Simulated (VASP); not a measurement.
Write the native input for VASP 6.6.1 that does the following.

* Task: single point
* Functional: LDA
* Potentials or basis: VASP PAW LDA potentials, release 64 (Sc_sv, Ir_sv_GW)
* Cutoff: 560 eV
* k mesh: 6 × 6 × 6
* Occupations: gaussian, width 0.1 eV
* Spin: no spin polarisation
* Dipole correction: no
* Further INCAR settings: ALGO = Normal; EDIFF = 1e-06; NBANDS = 54

The structure of ScIr2 lies in POSCAR:

```
ScIr2
1.0
    0.0000000000      3.7381876177      3.7381876177
    3.7381876177      0.0000000000      3.7381876177
    3.7381876177      3.7381876177      0.0000000000
Sc Ir
2 4
Direct
    0.0000000000      0.0000000000      0.0000000000
    0.2500000000      0.2500000000      0.2500000000
    0.6250000000      0.6250000000      0.6250000000
    0.1250000000      0.6250000000      0.6250000000
    0.6250000000      0.6250000000      0.1250000000
    0.6250000000      0.1250000000      0.6250000000
```

One way to write it, as run:

INCAR

```
SYSTEM = ScIr2
  PREC = Accurate
  ENCUT = 560
  EDIFF = 1E-6
  ISMEAR = 0
  SIGMA = 0.1
  LREAL = .FALSE.
  LASPH = .TRUE.
  NELM = 120
  ALGO = Normal
  ISIF = 2
  LWAVE = .FALSE.
  LCHARG = .FALSE.
  NBANDS = 54
  GGA_COMPAT = .FALSE.
```

KPOINTS

```
regular mesh
0
G
  6 6 6
  0 0 0
```

Potentials or basis: VASP PAW LDA potentials, release 64 (Sc_sv, Ir_sv_GW).

Command:

```bash
$ cat potpaw_LDA.64/Sc_sv/POTCAR potpaw_LDA.64/Ir_sv_GW/POTCAR > POTCAR
$ mpirun -np 1 vasp_std > vasp.out
```

It gave:

```yaml
Pressure: -17.2 GPa
Band_gap_on_the_k_mesh: zero (bands 45 and 46 overlap by 0.58 eV)
```

Caveat: the cell stands under tension; spin-orbit coupling is left out, which moves the levels of the heavy elements.

Run time: 4.3 min on 1 thread of Intel(R) Xeon(R) Platinum 8375C CPU @ 2.90GHz (Ice Lake) (shared host), peak memory 0.26 GiB.
